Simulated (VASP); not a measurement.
Crystal: AlN.

```
Al N
1.0
     0.01009    2.01887    2.01887
     2.01887    0.01009    2.01887
     2.02896    2.02896    0.00000
Al N
1 1
Direct
  0.00000 0.00000 0.00000
  0.50000 0.50000 0.50000
```

This cell differs from its parent crystal: shear xy strain +1.0%.

Base run:

```yaml
Program: VASP 6.6.1
Functional: r2SCAN
Potentials_or_basis: VASP PAW PBE potentials, release 64 (Al, N)
Cutoff: 520 eV
k_mesh: 10 × 10 × 10
Occupations: gaussian, width 0.01 eV
Spin: no spin polarisation
```

Its results: band gap on the k mesh 5.40 eV (least direct gap 6.50 eV); pressure -0.8 GPa.

Question: The run is repeated on the same cell with these changes: functional from r2SCAN to PBE; occupations from gaussian, width 0.01 eV to fermi-dirac, width 0.02 eV. What comes out?

Answer: Band gap on the k mesh 4.54 eV (least direct gap 5.66 eV); pressure 6.1 GPa.

Caveats: the structure was generated, so it needn't be the stable form of AlN; the PAW data sets were made with another functional, which shifts forces and pressure a little (at least some runs); the cell stands under pressure (at least some runs).

A k mesh can miss the band edges.
